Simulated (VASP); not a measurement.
# CsSnI3 (Pm-3m) in VASP: a series of runs, part 2 of 3

VASP 6.6.1. The steps go on from the part before.

## Step 3: Single point, PBEsol (volume scaled by 1.02)

File INCAR:

```
PREC = Accurate ; ENCUT = 500
EDIFF = 1E-6 ; ISMEAR = -1
SIGMA = 0.05 ; LREAL = False
LASPH = True ; NELM = 120
ALGO = Normal ; ISIF = 2
LWAVE = False ; LCHARG = True
GGA = PS ; LELF = True
LVHAR = True ; NBANDS = 30
GGA_COMPAT = False
```

File KPOINTS:

```
regular mesh
0
Gamma
  5 5 5
```

File POSCAR:

```
CsSnI3
1.0
    6.2467985487      0.0000000000      0.0000000000
    0.0000000000      6.2467985487      0.0000000000
    0.0000000000      0.0000000000      6.2467985487
Cs I Sn
1 3 1
Direct
    0.0000000000      0.0000000000      0.0000000000
    0.5000000000      0.5000000000      0.0000000000
    0.5000000000      0.0000000000      0.5000000000
    0.0000000000      0.5000000000      0.5000000000
    0.5000000000      0.5000000000      0.5000000000
```

Potentials or basis: VASP PAW PBE potentials, release 64 (Cs_sv, I, Sn_d).

Command:

```
$ cat potpaw_PBE.64/Cs_sv/POTCAR potpaw_PBE.64/I/POTCAR potpaw_PBE.64/Sn_d/POTCAR > POTCAR
$ mpirun -np 1 vasp_std > vasp.out
```

OUTCAR:

```text
PREC = Accurate
   ENCUT = 500
   EDIFF = 1E-6
   ISMEAR = -1
   LREAL = False
   LASPH = True
   NELM = 120
   ISIF = 2
   GGA = PS

 ion  position               nearest neighbor table
   1  0.000  0.000  0.000-
   2  0.500  0.500  0.000-   5 3.12   5 3.12
   3  0.500  0.000  0.500-   5 3.12   5 3.12
   4  0.000  0.500  0.500-   5 3.12   5 3.12
   5  0.500  0.500  0.500-   2 3.12   3 3.12   4 3.12   2 3.12   3 3.12   4 3.12

  LATTYP: Found a simple cubic cell.
 ALAT       =     6.2467985487

  Lattice vectors:

 A1 = (   6.2467985487,   0.0000000000,   0.0000000000)
 A2 = (   0.0000000000,   6.2467985487,   0.0000000000)
 A3 = (   0.0000000000,   0.0000000000,   6.2467985487)

Analysis of symmetry for initial positions (statically):
=====================================================================
 Subroutine PRICEL returns:
 Original cell was already a primitive cell.

 Routine SETGRP: Setting up the symmetry group for a
 simple cubic supercell.

 Subroutine GETGRP returns: Found 48 space group operations
 (whereof 48 operations were pure point group operations)
 out of a pool of 48 trial point group operations.

The static configuration has the point symmetry O_h .

Analysis of symmetry for dynamics (positions and initial velocities):
=====================================================================
 Subroutine PRICEL returns:
 Original cell was already a primitive cell.

 Routine SETGRP: Setting up the symmetry group for a
 simple cubic supercell.

 Subroutine GETGRP returns: Found 48 space group operations
 (whereof 48 operations were pure point group operations)
 out of a pool of 48 trial point group operations.

The dynamic configuration has the point symmetry O_h .

 Subroutine INISYM returns: Found 48 space group operations
 (whereof 48 operations are pure point group operations),
 and found     1 'primitive' translations

----------------------------------------------------------------------------------------

                                     Primitive cell

  volume of cell :     243.7656

  direct lattice vectors                    reciprocal lattice vectors
     6.246798549  0.000000000  0.000000000     0.160081999  0.000000000  0.000000000
     0.000000000  6.246798549  0.000000000     0.000000000  0.160081999  0.000000000
     0.000000000  0.000000000  6.246798549     0.000000000  0.000000000  0.160081999

  length of vectors
     6.246798549  6.246798549  6.246798549     0.160081999  0.160081999  0.160081999

  position of ions in fractional coordinates (direct lattice)
     0.000000000  0.000000000  0.000000000
     0.500000000  0.500000000  0.000000000
     0.500000000  0.000000000  0.500000000
     0.000000000  0.500000000  0.500000000
     0.500000000  0.500000000  0.500000000

  ion indices of the primitive-cell ions
   primitive index   ion index
                 1           1
                 2           2
                 3           3
                 4           4
                 5           5

----------------------------------------------------------------------------------------

 KPOINTS: regular mesh

Automatic generation of k-mesh.
 Grid dimensions read from file:
 generate k-points for:    5    5    5

 Generating k-lattice:

  Cartesian coordinates                     Fractional coordinates (reciprocal lattice)
     0.032016400  0.000000000  0.000000000     0.200000000  0.000000000  0.000000000
     0.000000000  0.032016400  0.000000000     0.000000000  0.200000000  0.000000000
     0.000000000  0.000000000  0.032016400     0.000000000  0.000000000  0.200000000

  Length of vectors
     0.032016400  0.032016400  0.032016400

  Shift w.r.t. Gamma in fractional coordinates (k-lattice)
     0.000000000  0.000000000  0.000000000

 Subroutine IBZKPT returns following result:
 ===========================================

 Found     10 irreducible k-points:

 Following reciprocal coordinates:
            Coordinates               Weight
  0.000000  0.000000  0.000000      1.000000
  0.200000  0.000000  0.000000      6.000000
  0.400000  0.000000  0.000000      6.000000
  0.200000  0.200000  0.000000     12.000000
  0.400000  0.200000  0.000000     24.000000
  0.400000  0.400000  0.000000     12.000000
  0.200000  0.200000  0.200000      8.000000
  0.400000  0.200000  0.200000     24.000000
  0.400000  0.400000  0.200000     24.000000
  0.400000  0.400000  0.400000      8.000000
   k-points           NKPTS =     10   k-points in BZ     NKDIM =     10   number of bands    NBANDS=     30
   number of dos      NEDOS =    301   number of ions     NIONS =      5
   total plane-waves  NPLWV = 110592
   dimension x,y,z NGX =    48 NGY =   48 NGZ =   48
   dimension x,y,z NGXF=    96 NGYF=   96 NGZF=   96
   ions per type =               1   3   1
   NGX,Y,Z   is equivalent  to a cutoff of  12.77, 12.77, 12.77 a.u.
   NGXF,Y,Z  is equivalent  to a cutoff of  25.55, 25.55, 25.55 a.u.
 SYSTEM =  unknown system
   PREC   = accura    normal or accurate (medium, high low for compatibility)
   ISTART =      0    job   : 0-new  1-cont  2-samecut
   ICHARG =      2    charge: 1-file 2-atom 10-const
   ISPIN  =      1    spin polarized calculation?
   LNONCOLLINEAR =      F non collinear calculations
   LSORBIT =      F    spin-orbit coupling
   LASPH  =      T    aspherical Exc in radial PAW
   ENCUT  =  500.0 eV  36.75 Ry    6.06 a.u.  11.39 11.39 11.39*2*pi/ulx,y,z
   NELM   =    120;   NELMIN=  2; NELMDL= -5     # of ELM steps
   EDIFF  = 0.1E-05   stopping-criterion for ELM
   LREAL  =      F    real-space projection
   EDIFFG = 0.1E-04   stopping-criterion for IOM
   NSW    =      0    number of steps for IOM
   IBRION =     -1    ionic relax: 0-MD 1-quasi-New 2-CG
   NFREE  =      0    steps in history (QN), initial steepest desc. (CG)
   ISIF   =      2    stress and relaxation
   ISYM   =      2    0-nonsym 1-usesym 2-fastsym
   POTIM  = 0.5000    time-step for ionic-motion
   TEBEG  =    0.0;   TEEND  =   0.0 temperature during run
   PSTRESS=    0.0 pullay stress
   NELECT =      44.0000    total number of electrons
   NUPDOWN=      -1.0000    fix difference up-down
   EMIN   =  10.00;   EMAX   =-10.00  energy-range for DOS
   EFERMI =   0.00;   METHOD = LEGACY
   ISMEAR =    -1;   SIGMA  =   0.05  broadening in eV -4-tet -1-fermi 0-gaus
   EFERMI_NEDOS =   21; number of points for ismear=-14 and -15
   IALGO  =     38    algorithm
   IMIX   =      4    mixing-type and parameters
     AMIX     =   0.40;   BMIX     =  1.00
     AMIX_MAG =   1.60;   BMIX_MAG =  1.00
  volume/ion in A,a.u.               =      48.75       329.00
  Fermi-wavevector in a.u.,A,eV,Ry     =   0.925198  1.748372 11.646480  0.855992
  Thomas-Fermi vector in A             =   2.051027
   LORBIT       =      0    0 simple, 1 ext, 2 COOP (PROOUT), +10 PAW based schemes
   GGA     = PS    functional components
   LHFCALC =     F    Hartree Fock is set to
   AEXX    =    0.0000 exact exchange contribution
   IVDW    =     0    specifies the selected vdW correction
   LEPSILON=     F    determine dielectric tensor
   LRPA    =     F    only Hartree local field effects (RPA)
 non-spin polarized calculation
  energy-cutoff  :      500.00
  volume of cell :      243.77
 maximum number of plane-waves:      6208
 NGX is ok and might be reduce to    48
   NGX = 23   NGY = 23   NGZ = 23

 number of electron      43.9999979 magnetization

 Free energy of the ion-electron system (eV)
  ---------------------------------------------------
  ext. energy  EPLUGINS =         0.00000000
  ---------------------------------------------------
  free energy    TOTEN  =       -15.08175623 eV

  energy without entropy =      -15.08175622  energy(sigma->0) =      -15.08175622

 E-fermi :   2.5032     XC(G=0):  -7.6055

 val. band max:        1.6503111077   @ k =   0.4000   0.4000   0.4000
 cond. band min:       3.3915243423   @ k =   0.4000   0.4000   0.4000
 fundamental gap:      1.7412132346
 Fermi energy:         2.5032491250

 k-point     1 :       0.0000    0.0000    0.0000
  band No.  band energies     occupation
      1     -19.6616      2.00000
      2     -19.3831      2.00000
      3     -19.3831      2.00000
      4     -19.3638      2.00000
      5     -19.3638      2.00000
      6     -19.3638      2.00000
[... 319 lines left out ...]
     29       6.7037      0.00000
     30       7.7251      0.00000

------------------------ aborting loop because EDIFF is reached ----------------------------------------

  FORCE on cell =-STRESS in cart. coord.  units (eV):
  Direction    XX          YY          ZZ          XY          YZ          ZX
  --------------------------------------------------------------------------------------
  -------------------------------------------------------------------------------------
  Total       -1.4734192     -1.4734192     -1.4734192     -0.0000000      0.0000000     -0.0000000
  in kB       -9.6842147     -9.6842147     -9.6842147     -0.0000000      0.0000000     -0.0000000
  external PRESSURE =      -9.6842147 kB  Pullay stress =       0.0000000 kB

 VOLUME and BASIS-vectors are now :
 -----------------------------------------------------------------------------
  energy-cutoff  :      500.00
  volume of cell :      243.77
      direct lattice vectors                 reciprocal lattice vectors
     6.246798549  0.000000000  0.000000000     0.160081999  0.000000000  0.000000000
     0.000000000  6.246798549  0.000000000     0.000000000  0.160081999  0.000000000
     0.000000000  0.000000000  6.246798549     0.000000000  0.000000000  0.160081999

 POSITION                                       TOTAL-FORCE (eV/Angst)
 -----------------------------------------------------------------------------------
      0.00000      0.00000      0.00000         0.000000      0.000000      0.000000
      3.12340      3.12340      0.00000         0.000000      0.000000      0.000000
      3.12340      0.00000      3.12340         0.000000      0.000000      0.000000
      0.00000      3.12340      3.12340         0.000000      0.000000      0.000000
      3.12340      3.12340      3.12340         0.000000      0.000000      0.000000
 -----------------------------------------------------------------------------------
    total drift:                                0.000000     -0.000000     -0.000000

  FREE ENERGIE OF THE ION-ELECTRON SYSTEM (eV)
  ---------------------------------------------------
  free  energy   TOTEN  =       -15.0817562296 eV

  energy  without entropy=      -15.0817562203  energy(sigma->0) =      -15.08175622
```

stdout:

```text
POSCAR found type information on POSCAR CsI Sn
 POSCAR found :  3 types and       5 ions
 scaLAPACK will be used
 -----------------------------------------------------------------------------
|                                                                             |
|                                                                             |
|     You enforced a specific xc type in the INCAR file but a different       |
|     I HOPE YOU KNOW WHAT YOU ARE DOING!                                     |
|                                                                             |
 -----------------------------------------------------------------------------

 LDA part: xc-table for (Slater+PW92), standard interpolation
 POSCAR, INCAR and KPOINTS ok, starting setup
 FFT: planning ... GRIDC
 FFT: planning ... GRID_SOFT
 FFT: planning ... GRID
 WAVECAR not read
 entering main loop
```

It took 1.9 min on 1 thread of AMD EPYC 7R43 (Zen 3), shared host; peak memory 0.31 GiB.

What came out:

- Free energy: -15.0818 eV
- Pressure: -1.0 GPa
- Band gap on the k mesh: 1.74 eV, direct

Caveat: the PAW data sets were made with another functional, which shifts forces and pressure a little; spin-orbit coupling is left out, which moves the levels of the heavy elements.

[end of part 2 of 3]
